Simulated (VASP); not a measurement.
# SiB6 (P6mm) in VASP: notebook

Runs on SiB6. Level: PBE. Tasks: single point, relaxation of cell and atoms.

All numbers are computed with VASP 6.6.1; they aren't measurements. Logs are shortened: lines on timing, memory, paths and dates and some standing lists are left out, and cuts for length are marked.

## 1. The cell of the first run

Symmetry: P6mm, No. 183, hexagonal system. The conventional cell has a = 3.237 Å, b = 3.237 Å, c = 7.283 Å, α = 90.00°, β = 90.00°, γ = 120.00°. Si (site symmetry 6mm) has 7 B at 2.02 to 2.16 Å within 2.7 Å. Within 2.2 Å of B (site symmetry 2mm) lie 4 B at 1.62 Å and 2 Si at 2.16 Å. B (site symmetry 3m) has 6 B at 1.87 to 1.98 Å within 2.5 Å. Within 2.6 Å of B (site symmetry 6mm) lie 6 B at 1.98 Å and 1 Si at 2.02 Å.

The cell was built from a structure type or drawn by symmetry, and may not be a known phase.

## 2. Single point, PBE

INCAR reads:

```
PREC = Accurate ; ENCUT = 520
EDIFF = 1E-6 ; ISMEAR = 0
SIGMA = 0.1 ; LREAL = False
LASPH = True ; NELM = 80
ALGO = Normal ; ISIF = 2
LWAVE = False ; LCHARG = False
GGA = PE ; NBANDS = 20
```

KPOINTS reads:

```
Automatic mesh
0
Gamma
  6 6 4
```

POSCAR reads:

```
SiB6
1.0
    3.2372914832     -0.0000000027      0.0000000000
   -1.6186457392      2.8035766653      0.0000000000
    0.0000000000      0.0000000000      7.2826012307
Si B
1 6
Direct
    0.0000000000      0.0000000000      0.1437075753
    0.5000000000      0.0000000000      0.3409833956
    0.0000000000      0.5000000000      0.3409833956
    0.5000000000      0.5000000000      0.3409833956
    0.3333333333      0.6666666667      0.7759357407
    0.6666666667      0.3333333333      0.7759357407
    0.0000000000      0.0000000000      0.8663350265
```

Potentials or basis: VASP PAW PBE potentials, release 64 (Si, B).

The run is started by

```sh
> cat potpaw_PBE.64/Si/POTCAR potpaw_PBE.64/B/POTCAR > POTCAR
> mpirun -np 1 vasp_std > vasp.out
```

OUTCAR:

```text
PREC = Accurate
   ENCUT = 520
   EDIFF = 1E-6
   ISMEAR = 0
   LREAL = False
   LASPH = True
   NELM = 80
   ISIF = 2
   GGA = PE

 ion  position               nearest neighbor table
   1  0.000  0.000  0.144-   7 2.02   2 2.16   2 2.16   3 2.16   3 2.16   4 2.16   4 2.16
   2  0.500  0.000  0.341-   4 1.62   4 1.62   3 1.62   3 1.62   1 2.16   1 2.16
   3  0.000  0.500  0.341-   4 1.62   4 1.62   2 1.62   2 1.62   1 2.16   1 2.16
   4  0.500  0.500  0.341-   3 1.62   3 1.62   2 1.62   2 1.62   1 2.16   1 2.16
   5  0.333  0.667  0.776-   6 1.87   6 1.87   6 1.87   7 1.98   7 1.98   7 1.98
   6  0.667  0.333  0.776-   5 1.87   5 1.87   5 1.87   7 1.98   7 1.98   7 1.98
   7  0.000  0.000  0.866-   5 1.98   6 1.98   6 1.98   5 1.98   6 1.98   5 1.98   1 2.02

  LATTYP: Found a hexagonal cell.
 ALAT       =     3.2372914832
 C/A-ratio  =     2.2495970068

  Lattice vectors:

 A1 = (   3.2372914832,  -0.0000000027,   0.0000000000)
 A2 = (  -1.6186457392,   2.8035766653,   0.0000000000)
 A3 = (   0.0000000000,   0.0000000000,   7.2826012307)

Analysis of symmetry for initial positions (statically):
=====================================================================
 Subroutine PRICEL returns:
 Original cell was already a primitive cell.

 Routine SETGRP: Setting up the symmetry group for a
 hexagonal supercell.

 Subroutine GETGRP returns: Found 12 space group operations
 (whereof 12 operations were pure point group operations)
 out of a pool of 24 trial point group operations.

The static configuration has the point symmetry C_6v.

Analysis of symmetry for dynamics (positions and initial velocities):
=====================================================================
 Subroutine PRICEL returns:
 Original cell was already a primitive cell.

 Routine SETGRP: Setting up the symmetry group for a
 hexagonal supercell.

 Subroutine GETGRP returns: Found 12 space group operations
 (whereof 12 operations were pure point group operations)
 out of a pool of 24 trial point group operations.

The dynamic configuration has the point symmetry C_6v.

 Subroutine INISYM returns: Found 12 space group operations
 (whereof 12 operations are pure point group operations),
 and found     1 'primitive' translations

----------------------------------------------------------------------------------------

                                     Primitive cell

[... 98 lines left out ...]
   EDIFFG = 0.1E-04   stopping-criterion for IOM
   NSW    =      0    number of steps for IOM
   IBRION =     -1    ionic relax: 0-MD 1-quasi-New 2-CG
   NFREE  =      0    steps in history (QN), initial steepest desc. (CG)
   ISIF   =      2    stress and relaxation
   ISYM   =      2    0-nonsym 1-usesym 2-fastsym
   POTIM  = 0.5000    time-step for ionic-motion
   TEBEG  =    0.0;   TEEND  =   0.0 temperature during run
   PSTRESS=    0.0 pullay stress
   NELECT =      22.0000    total number of electrons
   NUPDOWN=      -1.0000    fix difference up-down
   EMIN   =  10.00;   EMAX   =-10.00  energy-range for DOS
   EFERMI =   0.00;   METHOD = LEGACY
   ISMEAR =     0;   SIGMA  =   0.10  broadening in eV -4-tet -1-fermi 0-gaus
   EFERMI_NEDOS =   21; number of points for ismear=-14 and -15
   IALGO  =     38    algorithm
   IMIX   =      4    mixing-type and parameters
     AMIX     =   0.40;   BMIX     =  1.00
     AMIX_MAG =   1.60;   BMIX_MAG =  1.00
  volume/ion in A,a.u.               =       9.44        63.72
  Fermi-wavevector in a.u.,A,eV,Ry     =   1.134546  2.143981 17.513348  1.287195
  Thomas-Fermi vector in A             =   2.271250
   LORBIT       =      0    0 simple, 1 ext, 2 COOP (PROOUT), +10 PAW based schemes
   GGA     = PE    functional components
   LHFCALC =     F    Hartree Fock is set to
   AEXX    =    0.0000 exact exchange contribution
   IVDW    =     0    specifies the selected vdW correction
   LEPSILON=     F    determine dielectric tensor
   LRPA    =     F    only Hartree local field effects (RPA)
 non-spin polarized calculation
 Gauss-broadening in eV      SIGMA  =   0.10
  energy-cutoff  :      520.00
  volume of cell :       66.10
 maximum number of plane-waves:      1806
   NGX = 13   NGY = 13   NGZ = 27

 number of electron      22.0000000 magnetization

 Free energy of the ion-electron system (eV)
  ---------------------------------------------------
  ext. energy  EPLUGINS =         0.00000000
  ---------------------------------------------------
  free energy    TOTEN  =       -40.26793145 eV

  energy without entropy =      -40.25737761  energy(sigma->0) =      -40.26265453

 E-fermi :   6.7009     XC(G=0): -10.7690

 val. band max:        6.6818724825   @ k =   0.1667   0.1667   0.2500
 cond. band min:       6.7026943790   @ k =   0.3333   0.0000   0.0000
 fundamental gap:      0.0208218964
 Fermi energy:         6.7008629151

 k-point     1 :       0.0000    0.0000    0.0000
  band No.  band energies     occupation
      1     -10.3005      2.00000
      2      -7.8513      2.00000
      3      -3.6074      2.00000
      4      -2.0320      2.00000
      5       0.5095      2.00000
      6       2.1949      2.00000
[... 472 lines left out ...]
     19      12.9033      0.00000
     20      13.7955      0.00000

------------------------ aborting loop because EDIFF is reached ----------------------------------------

  FORCE on cell =-STRESS in cart. coord.  units (eV):
  Direction    XX          YY          ZZ          XY          YZ          ZX
  --------------------------------------------------------------------------------------
  -------------------------------------------------------------------------------------
  Total       -0.0100532     -0.0100532      0.0785342     -0.0000000      0.0000000      0.0000000
  in kB       -0.2436876     -0.2436876      1.9036575     -0.0000000      0.0000000      0.0000000
  external PRESSURE =       0.4720941 kB  Pullay stress =       0.0000000 kB

 VOLUME and BASIS-vectors are now :
 -----------------------------------------------------------------------------
  energy-cutoff  :      520.00
  volume of cell :       66.10
      direct lattice vectors                 reciprocal lattice vectors
     3.237291483 -0.000000003  0.000000000     0.308900204  0.178343616  0.000000000
    -1.618645739  2.803576665  0.000000000     0.000000000  0.356687232  0.000000000
     0.000000000  0.000000000  7.282601231     0.000000000  0.000000000  0.137313574

 POSITION                                       TOTAL-FORCE (eV/Angst)
 -----------------------------------------------------------------------------------
      0.00000      0.00000      1.04656        -0.000000      0.000000      0.016785
      1.61865     -0.00000      2.48325        -0.000000     -0.000000     -0.010010
     -0.80932      1.40179      2.48325        -0.000000     -0.000000     -0.010010
      0.80932      1.40179      2.48325        -0.000000     -0.000000     -0.010010
      0.00000      1.86905      5.65083         0.000000      0.000000     -0.000191
      1.61865      0.93453      5.65083         0.000000     -0.000000     -0.000191
      0.00000      0.00000      6.30917         0.000000     -0.000000      0.013627
 -----------------------------------------------------------------------------------
    total drift:                                0.000000      0.000000      0.000140

  FREE ENERGIE OF THE ION-ELECTRON SYSTEM (eV)
  ---------------------------------------------------
  free  energy   TOTEN  =       -40.2679314459 eV

  energy  without entropy=      -40.2573776051  energy(sigma->0) =      -40.26265453
```

stdout:

```text
POSCAR found type information on POSCAR SiB
 POSCAR found :  2 types and       7 ions
 scaLAPACK will be used
 LDA part: xc-table for (Slater+PW92), standard interpolation
 POSCAR, INCAR and KPOINTS ok, starting setup
 FFT: planning ... GRIDC
 FFT: planning ... GRID_SOFT
 FFT: planning ... GRID
 WAVECAR not read
 entering main loop
```

Run time: 10 s. Hardware: 1 thread of Intel Xeon 6975P-C (Granite Rapids), shared host; peak memory 0.17 GiB.

Results:

```yaml
Free_energy: -40.2679 eV
Pressure: 0.0 GPa
Largest_force: 0.017 eV/Å
Band_gap_on_the_k_mesh: zero (bands 11 and 12 overlap by 1.67 eV)
```

Forces on the atoms (eV/Å):
```
Si   0.000  0.000  0.017
B    0.000  0.000 -0.010
B    0.000  0.000 -0.010
B    0.000  0.000 -0.010
B    0.000  0.000  0.000
B    0.000  0.000  0.000
B    0.000  0.000  0.014
```

Stress tensor (GPa, compression positive):
```
-0.02  0.00  0.00
 0.00 -0.02  0.00
 0.00  0.00  0.19
```

Caveat: the k points lie up to 0.37 Å⁻¹ apart, too coarse for converged energies and pressures of a metal; this functional lacks dispersion, which binds the layers, so the pressure and a relaxed spacing across them are unreliable.

## 3. Single point, PBE

This run uses another cell than the first one, of 9.96 Å³/atom.

INCAR reads:

```
SYSTEM = SiB6
PREC = Accurate
ENCUT = 520
EDIFF = 1E-7
ISMEAR = 0
SIGMA = 0.1
LREAL = .FALSE.
LASPH = .TRUE.
NELM = 60
ALGO = Normal
ISIF = 2
LWAVE = .FALSE.
LCHARG = .TRUE.
GGA = PE
LELF = .TRUE.
LVHAR = .TRUE.
NBANDS = 20
```

KPOINTS reads:

```
Automatic mesh
0
G
  6 6 4
  0 0 0
```

POSCAR reads:

```
SiB6
1.0
    3.4286230100      0.0000000000      0.0000000000
   -1.7143115000      2.9692746200      0.0000000000
    0.0000000000      0.0000000000      6.8467835000
Si B
1 6
Direct
    0.0000000000      0.0000000000      0.3490669600
    0.5000000000      0.0000000000      0.3320072600
    0.0000000000      0.5000000000      0.3320072600
    0.5000000000      0.5000000000      0.3320072600
    0.3333333300      0.6666666700      0.6495560700
    0.6666666700      0.3333333300      0.6495560700
    0.0000000000      0.0000000000      0.9406633900
```

Potentials or basis: VASP PAW PBE potentials, release 64 (Si, B).

The run is started by

```sh
> cat potpaw_PBE.64/Si/POTCAR potpaw_PBE.64/B/POTCAR > POTCAR
> mpirun -np 1 vasp_std > vasp.out
```

It took 17 s on 1 thread of Intel Xeon 6975P-C (Granite Rapids), shared host; peak memory 0.19 GiB.

Results (log left out):

* Free energy: -29.4973 eV
* Pressure: 34.8 GPa
* Largest force: 0.917 eV/Å
* Band gap on the k mesh: zero (bands 11 and 12 overlap by 2.68 eV)

Forces on the atoms (eV/Å):
```
Si   0.000  0.000  0.917
B    0.000  0.000 -0.761
B    0.000  0.000 -0.761
B    0.000  0.000 -0.761
B    0.000  0.000  0.836
B    0.000  0.000  0.836
B    0.000  0.000 -0.307
```

Stress tensor (GPa, compression positive):
```
54.16  0.00  0.00
 0.00 54.16  0.00
 0.00  0.00 -3.77
```

Levels at points of the mesh, in eV from the Fermi level:
| k point | band 7 | band 8 | band 9 | band 10 | band 11 | band 12 | band 13 | band 14 | band 15 | band 16 |
| --- | --- | --- | --- | --- | --- | --- | --- | --- | --- | --- |
| (0.00, 0.00, 0.00) | -3.48 | -2.12 | -2.12 | -1.46 | 0.47 | 0.47 | 1.90 | 2.94 | 2.94 | 4.13 |
| (0.50, 0.00, 0.00) | -5.44 | -4.78 | -2.58 | -1.00 | 0.40 | 0.44 | 0.56 | 1.63 | 2.44 | 2.69 |
| (0.00, 0.00, 0.50) | -5.75 | -2.11 | -2.11 | 0.43 | 0.43 | 0.92 | 2.32 | 2.73 | 2.73 | 3.26 |
| (0.50, 0.00, 0.50) | -4.13 | -3.87 | -3.40 | -2.66 | -1.15 | 0.44 | 1.59 | 2.62 | 2.66 | 3.07 |

Caveat: the cell stands under pressure.

[end of part 1 of 2]
